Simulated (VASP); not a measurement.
Input of a VASP 6.6.1 run:

The input INCAR:

```
SYSTEM = TiC
ALGO     = Normal         ! electronic algorithm
EDIFF    = 1E-6           ! SCF threshold, eV
EDIFFG   = -0.01          ! ionic threshold
ENCUT    = 600            ! plane-wave cutoff, eV
GGA      = PS             ! functional
IBRION   = 2              ! ionic algorithm
ISIF     = 3              ! what is computed and relaxed
ISMEAR   = 0              ! smearing method
LASPH    = .TRUE.         ! aspherical terms in the spheres
LCHARG   = .FALSE.        ! write CHGCAR
LREAL    = .FALSE.        ! projectors in reciprocal space
LWAVE    = .FALSE.        ! write WAVECAR
NELM     = 80             ! most SCF steps
NSW      = 80             ! ionic steps
PREC     = Accurate       ! precision mode
PSTRESS  = 400.0        
SIGMA    = 0.15           ! smearing width, eV
```

KPOINTS

```
k-points
0
G
  13 13 13
  0 0 0
```

File POSCAR:

```
TiC
1.0
    0.0000000000      2.1593000000      2.1593000000
    2.1593000000      0.0000000000      2.1593000000
    2.1593000000      2.1593000000      0.0000000000
Ti C
1 1
Direct
    0.0000000000      0.0000000000      0.0000000000
    0.5000000000      0.5000000000      0.5000000000
```

Potentials or basis: VASP PAW PBE potentials, release 64 (Ti_sv, C).

The run is started by

```sh
$ cat potpaw_PBE.64/Ti_sv/POTCAR potpaw_PBE.64/C/POTCAR > POTCAR
$ mpirun -np 1 vasp_std > vasp.out
```

(1) Estimate the band gap on the k mesh.

(2) What does it give for the relaxed volume?

(3) Predict the relaxed cell.

(4) Predict the space group after relaxing (to 0.05 Å).

Results:

(1) zero (band 8 reaches 11.79 eV, above the bottom of band 9 at 10.67 eV).

(2) 8.79 Å³/atom.

(3) a = 2.918 Å, b = 2.918 Å, c = 2.918 Å, α = 60.00°, β = 60.00°, γ = 60.00°.

(4) Fm-3m (No. 225).

Caveat: the cell is relaxed towards a set pressure, so the enthalpy falls and the energy may rise; the PAW data sets were made with another functional, which shifts forces and pressure a little.
